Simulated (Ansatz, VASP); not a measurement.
## Pd: VASP beside Ansatz

File INCAR:

```
SYSTEM = Pd
ALGO = Normal ; EDIFF = 1E-6
ENCUT = 500 ; GGA = RE
GGA_COMPAT = .FALSE. ; ISIF = 2
ISMEAR = -1 ; LASPH = .TRUE.
LCHARG = .FALSE. ; LREAL = .FALSE.
LWAVE = .FALSE. ; NBANDS = 11
NELM = 120 ; PREC = Accurate
SIGMA = 0.1
```

KPOINTS

```
k-points
0
G
  16 16 16
  0 0 0
```

File POSCAR:

```
Pd
1.0
   -1.5596836935      1.5596836935      1.5596836935
    1.5596836935     -1.5596836935      1.5596836935
    1.5596836935      1.5596836935     -1.5596836935
Pd
1
Direct
    0.0000000000      0.0000000000      0.0000000000
```

Input for Ansatz:

```yaml
crystal:
  lattice:
    - [-1.5596836935, 1.5596836935, 1.5596836935]
    - [1.5596836935, -1.5596836935, 1.5596836935]
    - [1.5596836935, 1.5596836935, -1.5596836935]
  atoms:
    - { symbol: Pd, position: [0.0, 0.0, 0.0] }
hamiltonian:
  xc: revpbe
  pseudopotentials:
    kind: paw
    azcp:
      Pd: "pseudopotentials/Pd.paw.azcp"
basis:
  ecutwfc: 420
  fft_grid_basis: typed
kpoints:
  mp_grid: { grid: [16, 16, 16], shift: [0, 0, 0] }
magnetization:
  spin_polarized: false
scf:
  occupations: { method: fermi_dirac, width: 0.1 }
  lower_state_search: "off"
output:
  stress: true
  write_density: true
  write_potential: true
  elf: true
  volumetric_format: npy
```

Alike in both runs: task single point; functional revPBE; k mesh 16 × 16 × 16; occupations fermi-dirac, width 0.1 eV; no spin polarisation.

|  | VASP | Ansatz |
| --- | --- | --- |
| version | VASP 6.6.1 | Ansatz 0.2.0 |
| potentials or method | VASP PAW PBE potentials, release 64 (Pd), cutoff 500 eV | plane waves (420 eV) with PAW, scalar-relativistic |
| valence electrons in the cell | 10 | 18 |

```tsv
	VASP	Ansatz	Ansatz less VASP
pressure (GPa)	6.4	6.7	+0.26
```

VASP's potentials were made for PBE, not for revPBE. The functional is the same, so the differences come from potentials, cutoffs and numerics. VASP's potentials hold 10 valence electrons a cell and Ansatz's 18, so a difference there can come from the potentials and not from the codes.
